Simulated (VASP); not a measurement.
ZnS, 4 atoms in the cell. The structure is monoclinic, space group P2_1 (No. 4). Conventional cell: a = 3.692 Å, b = 6.304 Å, c = 3.692 Å, α = 90.00°, β = 120.00°, γ = 90.00°. Zn (site symmetry 1) has 4 S at 2.26 to 2.36 Å within 3.0 Å. Within 3.0 Å of S (site symmetry 1) lie 4 Zn at 2.26 to 2.36 Å. 

```yaml
Program: VASP 6.6.1
Task: single point
Functional: PBE
Potentials_or_basis: VASP PAW PBE potentials, release 64 (Zn, S)
Cutoff: 520 eV
k_mesh: 9 × 9 × 4
Occupations: gaussian, width 0.05 eV
Spin: no spin polarisation
Dipole_correction: no
Further_INCAR_settings: ALGO = Normal; EDIFF = 1e-06; NBANDS = 26
```

Potentials or basis: VASP PAW PBE potentials, release 64 (Zn, S).

Command:

```console
$ cat potpaw_PBE.64/Zn/POTCAR potpaw_PBE.64/S/POTCAR > POTCAR
$ mpirun -np 1 vasp_std > vasp.out
```

Hardware: 1 thread of AMD EPYC 7R43 64-Core Processor (Zen 3) (shared host).

Problem. Estimate the wall time of this run.

Solution. Wall time 5.8 min on 1 thread of AMD EPYC 7R43 64-Core Processor (Zen 3) (shared host), peak memory 0.28 GiB. Counts: scf iterations 14, k points 123.
